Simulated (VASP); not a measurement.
Write the native input for VASP 6.6.1 that does the following.

| Property | Result |
| --- | --- |
| Task | single point |
| Functional | BLYP |
| Potentials or basis | VASP PAW PBE potentials, release 64 (Co) |
| Cutoff | 520 eV |
| k mesh | 18 × 18 × 18 |
| Occupations | fermi-dirac, width 0.1 eV |
| Spin | no spin polarisation |
| Dipole correction | no |
| Further INCAR settings | ALGO = Normal; EDIFF = 1e-07; NBANDS = 10 |

The structure of Co lies in POSCAR:

```
Co
1.0
   -1.4222015032      1.4222015032      1.4222015032
    1.4222015032     -1.4222015032      1.4222015032
    1.4222015032      1.4222015032     -1.4222015032
Co
1
Direct
    0.0000000000      0.0000000000      0.0000000000
```

This cell differs from its parent crystal: volume scaled by 1.04.

One way to write it, as run:

INCAR

```
SYSTEM = Co
PREC     = Accurate       ! precision mode
ENCUT    = 520            ! plane-wave cutoff, eV
EDIFF    = 1E-7           ! SCF threshold, eV
ISMEAR   = -1             ! smearing method
SIGMA    = 0.1            ! smearing width, eV
LREAL    = .FALSE.        ! projectors in reciprocal space
LASPH    = .TRUE.         ! aspherical terms in the spheres
NELM     = 100            ! most SCF steps
ALGO     = Normal         ! electronic algorithm
ISIF     = 2              ! what is computed and relaxed
LWAVE    = .FALSE.        ! write WAVECAR
LCHARG   = .TRUE.         ! write CHGCAR
GGA      = B5             ! functional
ALDAX    = 1.0          
AGGAX    = 1.0          
AGGAC    = 1.0          
ALDAC    = 0.0          
LELF     = .TRUE.         ! ELF
LVHAR    = .TRUE.       
NBANDS   = 10             ! bands
```

KPOINTS

```
regular mesh
0
G
  18 18 18
  0 0 0
```

Potentials or basis: VASP PAW PBE potentials, release 64 (Co).

Launch:

```console
$ cat potpaw_PBE.64/Co/POTCAR > POTCAR
$ mpirun -np 1 vasp_std > vasp.out
```

It gave:

```
Pressure : -7.4 GPa
```

Caveat: the PAW data sets were made with another functional, which shifts forces and pressure a little; the run has no spin polarisation, though such a crystal can be magnetic.

Run time: 13 s on 1 thread of Intel Xeon 6975P-C, with other jobs on the host, peak memory 0.13 GiB.
